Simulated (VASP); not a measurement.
A run of VASP 6.6.1 is set up as follows.

The input POSCAR:

```
In
1.0
   -1.6209330004      1.6209330004      2.5017031614
    1.6209330004     -1.6209330004      2.5017031614
    1.6209330004      1.6209330004     -2.5017031614
In
1
Direct
    0.0000000000      0.0000000000      0.0000000000
```

INCAR.step1

```
PREC = Accurate
ENCUT = 520
ISMEAR = -1
SIGMA = 0.05
LREAL = F
LASPH = T
NELM = 80
NBANDS = 12
GGA = PE
ALGO = Normal
EDIFF = 1E-4
LWAVE = T
LCHARG = F
```

INCAR.step2

```
PREC = Accurate
ENCUT = 520
EDIFF = 1E-7
ISMEAR = -1
SIGMA = 0.05
LREAL = F
LASPH = T
NELM = 80
ALGO = Normal
ISIF = 2
LWAVE = F
LCHARG = F
METAGGA = R2SCAN
LMIXTAU = T
NBANDS = 12
ISTART = 1
```

The input KPOINTS:

```
Automatic mesh
0
Gamma
  22 22 22
```

Potentials or basis: VASP PAW PBE potentials, release 64 (In_d).

Run with:

```sh
$ cat potpaw_PBE.64/In_d/POTCAR > POTCAR
$ cp INCAR.step1 INCAR
$ mpirun -np 1 vasp_std > vasp.out
$ cp INCAR.step2 INCAR
$ mpirun -np 1 vasp_std > vasp.out
```

**Question.** Estimate the pressure.

**Answer.** 0.0 GPa.

Caveat: the PAW data sets were made with another functional, which shifts forces and pressure a little.
